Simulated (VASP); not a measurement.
# Te2Mo in VASP: further runs, part 2 of 2

VASP 6.6.1. The steps go on from the part before.

## 3. Single point, r2SCAN (strain +0.0450 x Voigt [1, 1, 0, 0, 0, 0])

The input, POSCAR:

```
Te2Mo
1.0
    3.7215127043      0.0000000000      0.0000000000
   -1.8607563522      3.2229245424      0.0000000000
    0.0000000000      0.0000000000     17.5238001931
Te Mo
2 1
Direct
    0.3333333333      0.6666666667      0.8979077081
    0.3333333333      0.6666666667      0.1020922919
    0.0000000000      0.0000000000      0.0000000000
```

The input, INCAR.step1:

```
PREC = Accurate
ENCUT = 520
ISMEAR = 0
SIGMA = 0.05
LREAL = False
LASPH = True
NELM = 100
NBANDS = 20
GGA = PE
ALGO = Normal
EDIFF = 1E-4
LWAVE = True
LCHARG = False
```

The input, INCAR.step2:

```
PREC = Accurate
ENCUT = 520
EDIFF = 1E-6
ISMEAR = 0
SIGMA = 0.05
LREAL = False
LASPH = True
NELM = 100
ALGO = Normal
ISIF = 2
LWAVE = False
LCHARG = False
METAGGA = R2SCAN
LMIXTAU = True
NBANDS = 20
ISTART = 1
```

The input, KPOINTS:

```
regular mesh
0
Gamma
  12 12 2
```

Potentials or basis: VASP PAW PBE potentials, release 64 (Te, Mo_sv).

Launch:

```bash
> cat potpaw_PBE.64/Te/POTCAR potpaw_PBE.64/Mo_sv/POTCAR > POTCAR
> cp INCAR.step1 INCAR
> mpirun -np 1 vasp_std > vasp.out
> cp INCAR.step2 INCAR
> mpirun -np 1 vasp_std > vasp.out
```

OUTCAR:

```text
PREC = Accurate
   ENCUT = 520
   EDIFF = 1E-6
   ISMEAR = 0
   LREAL = False
   LASPH = True
   NELM = 100
   ISIF = 2
   METAGGA = R2SCAN
   ISTART = 1

 ion  position               nearest neighbor table
   1  0.333  0.667  0.898-   3 2.80   3 2.80   3 2.80   2 3.58
   2  0.333  0.667  0.102-   3 2.80   3 2.80   3 2.80   1 3.58
   3  0.000  0.000  0.000-   1 2.80   2 2.80   1 2.80   2 2.80   1 2.80   2 2.80

  LATTYP: Found a hexagonal cell.
 ALAT       =     3.7215127043
 C/A-ratio  =     4.7087841922

  Lattice vectors:

 A1 = (   3.7215127043,   0.0000000000,   0.0000000000)
 A2 = (  -1.8607563522,   3.2229245424,   0.0000000000)
 A3 = (   0.0000000000,   0.0000000000,  17.5238001931)

Analysis of symmetry for initial positions (statically):
=====================================================================
 Subroutine PRICEL returns:
 Original cell was already a primitive cell.

 Routine SETGRP: Setting up the symmetry group for a
 hexagonal supercell.
[... 165 lines left out ...]
  ---------------------------------------------------
  free energy    TOTEN  =       -77.59865958 eV

  energy without entropy =      -77.59865958  energy(sigma->0) =      -77.59865958

 E-fermi :  -0.2117     XC(G=0):  -4.5862

 val. band max:       -0.5287145582   @ k =   0.3333   0.3333   0.0000
 cond. band min:       0.3299007597   @ k =   0.3333   0.3333   0.5000
 fundamental gap:      0.8586153179
 Fermi energy:        -0.2117018121

 k-point     1 :       0.0000    0.0000    0.0000
  band No.  band energies     occupation
      1     -63.2883      2.00000
      2     -36.6279      2.00000
      3     -36.6279      2.00000
      4     -36.6172      2.00000
      5     -13.0761      2.00000
      6     -12.0671      2.00000
[... 541 lines left out ...]
     19       5.8368      0.00000
     20       6.0065      0.00000

 [... further k-points ...]

------------------------ aborting loop because EDIFF is reached ----------------------------------------

  FORCE on cell =-STRESS in cart. coord.  units (eV):
  Direction    XX          YY          ZZ          XY          YZ          ZX
  --------------------------------------------------------------------------------------
  -------------------------------------------------------------------------------------
  Total       -3.8438023     -3.8438023     -2.3897712      0.0000000      0.0000000      0.0000000
  in kB      -29.3004097    -29.3004097    -18.2166691      0.0000000      0.0000000      0.0000000
  external PRESSURE =     -25.6058295 kB  Pullay stress =       0.0000000 kB

 VOLUME and BASIS-vectors are now :
 -----------------------------------------------------------------------------
  energy-cutoff  :      520.00
  volume of cell :      210.18
      direct lattice vectors                 reciprocal lattice vectors
     3.721512704  0.000000000  0.000000000     0.268707937  0.155138600  0.000000000
    -1.860756352  3.222924542  0.000000000     0.000000000  0.310277199  0.000000000
     0.000000000  0.000000000 17.523800193     0.000000000  0.000000000  0.057065248

 POSITION                                       TOTAL-FORCE (eV/Angst)
 -----------------------------------------------------------------------------------
     -0.00000      2.14862     15.73476        -0.000000      0.000000      0.664897
     -0.00000      2.14862      1.78904        -0.000000      0.000000     -0.664897
      0.00000      0.00000      0.00000         0.000000     -0.000000      0.000000
 -----------------------------------------------------------------------------------
    total drift:                                0.000001     -0.000001     -0.000000

  FREE ENERGIE OF THE ION-ELECTRON SYSTEM (eV)
  ---------------------------------------------------
  free  energy   TOTEN  =       -77.5986595821 eV

  energy  without entropy=      -77.5986595821  energy(sigma->0) =      -77.59865958
```

OUTCAR.step1:

```text
PREC = Accurate
   ENCUT = 520
   ISMEAR = 0
   LREAL = False
   LASPH = True
[... 778 lines left out ...]
     -0.00000      2.14862     15.73476         0.000000      0.000000      0.464137
     -0.00000      2.14862      1.78904         0.000000      0.000000     -0.464137
      0.00000      0.00000      0.00000        -0.000000      0.000000     -0.000000
 -----------------------------------------------------------------------------------
    total drift:                                0.000000     -0.000000     -0.000000

  FREE ENERGIE OF THE ION-ELECTRON SYSTEM (eV)
  ---------------------------------------------------
  free  energy   TOTEN  =       -17.8658952930 eV

  energy  without entropy=      -17.8658952930  energy(sigma->0) =      -17.86589529
```

It took 8.4 min on 1 thread of Intel Xeon Platinum 8488C (Sapphire Rapids), shared host; peak memory 0.46 GiB.

What came out:

- Free energy: -77.5987 eV
- Largest force: 0.665 eV/Å
- Band gap on the k mesh: 0.86 eV, direct

Forces on the atoms (eV/Å):
```
Te   0.000  0.000  0.665
Te   0.000  0.000 -0.665
Mo   0.000  0.000  0.000
```

Levels at points of the mesh, in eV from the valence-band top:
| k point | band 9 | band 10 | band 11 | band 12 | band 13 | band 14 | band 15 | band 16 | band 17 | band 18 |
| --- | --- | --- | --- | --- | --- | --- | --- | --- | --- | --- |
| (0.00, 0.00, 0.00) | -1.84 | -1.34 | -1.07 | -1.07 | -0.10 | 2.72 | 2.72 | 2.99 | 2.99 | 4.79 |
| (0.50, 0.00, 0.00) | -3.27 | -2.36 | -1.42 | -0.71 | -0.56 | 1.21 | 1.55 | 3.28 | 3.50 | 4.23 |
| (0.00, 0.00, 0.50) | -1.84 | -1.34 | -1.07 | -1.07 | -0.10 | 2.72 | 2.72 | 2.99 | 2.99 | 4.94 |
| (0.50, 0.00, 0.50) | -3.27 | -2.36 | -1.42 | -0.71 | -0.56 | 1.21 | 1.55 | 3.28 | 3.50 | 4.23 |

Caveat: the cell differs from its parent crystal (strain +0.0450 x Voigt [1, 1, 0, 0, 0, 0]); the PAW data sets were made with another functional, which shifts forces and pressure a little; spin-orbit coupling is left out, which moves the levels of the heavy elements.

## 4. Single point, r2SCAN (strain +0.0600 x Voigt [1, 1, 0, 0, 0, 0])

The input, POSCAR:

```
Te2Mo
1.0
    3.7749315470      0.0000000000      0.0000000000
   -1.8874657735      3.2691866172      0.0000000000
    0.0000000000      0.0000000000     17.5238001931
Te Mo
2 1
Direct
    0.3333333333      0.6666666667      0.8979077081
    0.3333333333      0.6666666667      0.1020922919
    0.0000000000      0.0000000000      0.0000000000
```

The input, INCAR.step1:

```
SYSTEM = Te2Mo
ALGO     = Normal         ! electronic algorithm
EDIFF    = 1E-4           ! SCF threshold, eV
ENCUT    = 520            ! plane-wave cutoff, eV
GGA      = PE             ! functional
ISMEAR   = 0              ! smearing method
LASPH    = .True.         ! aspherical terms in the spheres
LCHARG   = .False.        ! write CHGCAR
LREAL    = .False.        ! projectors in reciprocal space
LWAVE    = .True.         ! write WAVECAR
NBANDS   = 20             ! bands
NELM     = 60             ! most SCF steps
PREC     = Accurate       ! precision mode
SIGMA    = 0.05           ! smearing width, eV
```

The input, INCAR.step2:

```
SYSTEM = Te2Mo
ALGO     = Normal         ! electronic algorithm
EDIFF    = 1E-7           ! SCF threshold, eV
ENCUT    = 520            ! plane-wave cutoff, eV
ISIF     = 2              ! what is computed and relaxed
ISMEAR   = 0              ! smearing method
ISTART   = 1            
LASPH    = .True.         ! aspherical terms in the spheres
LCHARG   = .False.        ! write CHGCAR
LMIXTAU  = .True.       
LREAL    = .False.        ! projectors in reciprocal space
LWAVE    = .False.        ! write WAVECAR
METAGGA  = R2SCAN         ! meta-GGA
NBANDS   = 20             ! bands
NELM     = 60             ! most SCF steps
PREC     = Accurate       ! precision mode
SIGMA    = 0.05           ! smearing width, eV
```

The input, KPOINTS:

```
k-points
0
Gamma
  12 12 2
  0 0 0
```

Potentials or basis: VASP PAW PBE potentials, release 64 (Te, Mo_sv).

Launch:

```bash
> cat potpaw_PBE.64/Te/POTCAR potpaw_PBE.64/Mo_sv/POTCAR > POTCAR
> cp INCAR.step1 INCAR
> mpirun -np 1 vasp_std > vasp.out
> cp INCAR.step2 INCAR
> mpirun -np 1 vasp_std > vasp.out
```

OUTCAR:

```text
SYSTEM = Te2Mo
   EDIFF = 1E-7
   ENCUT = 520
   ISIF = 2
   ISMEAR = 0
   ISTART = 1
   LASPH = .True.
   LREAL = .False.
   METAGGA = R2SCAN
   NELM = 60
   PREC = Accurate

 ion  position               nearest neighbor table
   1  0.333  0.667  0.898-   3 2.82   3 2.82   3 2.82   2 3.58
   2  0.333  0.667  0.102-   3 2.82   3 2.82   3 2.82   1 3.58
   3  0.000  0.000  0.000-   1 2.82   2 2.82   1 2.82   2 2.82   1 2.82   2 2.82

  LATTYP: Found a hexagonal cell.
 ALAT       =     3.7749315470
 C/A-ratio  =     4.6421504536

  Lattice vectors:

 A1 = (   3.7749315470,   0.0000000000,   0.0000000000)
 A2 = (  -1.8874657735,   3.2691866172,   0.0000000000)
 A3 = (   0.0000000000,   0.0000000000,  17.5238001931)

Analysis of symmetry for initial positions (statically):
=====================================================================
 Subroutine PRICEL returns:
 Original cell was already a primitive cell.

 Routine SETGRP: Setting up the symmetry group for a
 hexagonal supercell.

 Subroutine GETGRP returns: Found 12 space group operations
[... 164 lines left out ...]
  free energy    TOTEN  =       -77.47351134 eV

  energy without entropy =      -77.47351134  energy(sigma->0) =      -77.47351134

 E-fermi :  -0.3737     XC(G=0):  -4.5228

 val. band max:       -0.6921716448   @ k =   0.3333   0.3333   0.5000
 cond. band min:       0.0992121093   @ k =   0.3333   0.3333   0.5000
 fundamental gap:      0.7913837541
 Fermi energy:        -0.3736794289

 k-point     1 :       0.0000    0.0000    0.0000
  band No.  band energies     occupation
      1     -63.4822      2.00000
      2     -36.8233      2.00000
      3     -36.8233      2.00000
      4     -36.7863      2.00000
      5     -13.0693      2.00000
      6     -12.0781      2.00000
[... 541 lines left out ...]
     19       5.6578      0.00000
     20       5.8557      0.00000

 [... further k-points ...]

------------------------ aborting loop because EDIFF is reached ----------------------------------------

  FORCE on cell =-STRESS in cart. coord.  units (eV):
  Direction    XX          YY          ZZ          XY          YZ          ZX
  --------------------------------------------------------------------------------------
  -------------------------------------------------------------------------------------
  Total       -4.9385650     -4.9385650     -3.0327761      0.0000000      0.0000000      0.0000000
  in kB      -36.5876294    -36.5876294    -22.4684876      0.0000000      0.0000000      0.0000000
  external PRESSURE =     -31.8812488 kB  Pullay stress =       0.0000000 kB

 VOLUME and BASIS-vectors are now :
 -----------------------------------------------------------------------------
  energy-cutoff  :      520.00
  volume of cell :      216.26
      direct lattice vectors                 reciprocal lattice vectors
     3.774931547  0.000000000  0.000000000     0.264905466  0.152943242  0.000000000
    -1.887465773  3.269186617  0.000000000     0.000000000  0.305886484  0.000000000
     0.000000000  0.000000000 17.523800193     0.000000000  0.000000000  0.057065248

 POSITION                                       TOTAL-FORCE (eV/Angst)
 -----------------------------------------------------------------------------------
     -0.00000      2.17946     15.73476         0.000000     -0.000000      0.845005
     -0.00000      2.17946      1.78904        -0.000000     -0.000000     -0.845005
      0.00000      0.00000      0.00000        -0.000000      0.000000      0.000000
 -----------------------------------------------------------------------------------
    total drift:                               -0.000001      0.000001     -0.000000

  FREE ENERGIE OF THE ION-ELECTRON SYSTEM (eV)
  ---------------------------------------------------
  free  energy   TOTEN  =       -77.4735113353 eV

  energy  without entropy=      -77.4735113353  energy(sigma->0) =      -77.47351134
```

It took 9.2 min on 1 thread of Intel Xeon Platinum 8488C (Sapphire Rapids), shared host; peak memory 0.46 GiB.

What came out:

```yaml
Free_energy: -77.4735 eV
Largest_force: 0.845 eV/Å
Band_gap_on_the_k_mesh: 0.79 eV, direct
```

Forces in eV/Å, atoms in the order of the input:
```
Te   0.000  0.000  0.845
Te   0.000  0.000 -0.845
Mo   0.000  0.000  0.000
```

Levels at points of the mesh, in eV from the valence-band top:
| k point | band 9 | band 10 | band 11 | band 12 | band 13 | band 14 | band 15 | band 16 | band 17 | band 18 |
| --- | --- | --- | --- | --- | --- | --- | --- | --- | --- | --- |
| (0.00, 0.00, 0.00) | -1.83 | -1.21 | -1.08 | -1.08 | -0.02 | 2.60 | 2.60 | 2.85 | 2.85 | 4.80 |
| (0.50, 0.00, 0.00) | -3.19 | -2.31 | -1.33 | -0.77 | -0.49 | 1.15 | 1.46 | 3.19 | 3.40 | 4.23 |
| (0.00, 0.00, 0.50) | -1.83 | -1.21 | -1.08 | -1.08 | -0.02 | 2.60 | 2.60 | 2.85 | 2.85 | 4.91 |
| (0.50, 0.00, 0.50) | -3.19 | -2.31 | -1.33 | -0.77 | -0.49 | 1.15 | 1.46 | 3.19 | 3.40 | 4.23 |

Caveat: the cell differs from its parent crystal (strain +0.0600 x Voigt [1, 1, 0, 0, 0, 0]); the PAW data sets were made with another functional, which shifts forces and pressure a little; spin-orbit coupling is left out, which moves the levels of the heavy elements.

## 5. Overview

| cell | gap on the mesh (eV) | largest force (eV/Å) |
| --- | --- | --- |
| a = 3.615, b = 3.615, c = 17.524 Å, angles 90.0, 90.0, 120.0°, 3 atoms | 1.02 | 0.23 |
| a = 3.722, b = 3.722, c = 17.524 Å, angles 90.0, 90.0, 120.0°, 3 atoms | 0.86 | 0.66 |
| a = 3.775, b = 3.775, c = 17.524 Å, angles 90.0, 90.0, 120.0°, 3 atoms | 0.79 | 0.85 |

Alike in all rows: task single point; level r2SCAN; potentials or basis VASP PAW PBE potentials, release 64 (Te, Mo_sv); no spin polarisation; k mesh 12 × 12 × 2; cutoff (eV) 520; smearing gaussian 0.05 eV.

Caveats: the PAW data sets were made with another functional, which shifts forces and pressure a little; spin-orbit coupling is left out, which moves the levels of the heavy elements.

Absolute energies hang on the potentials; compare differences alone.
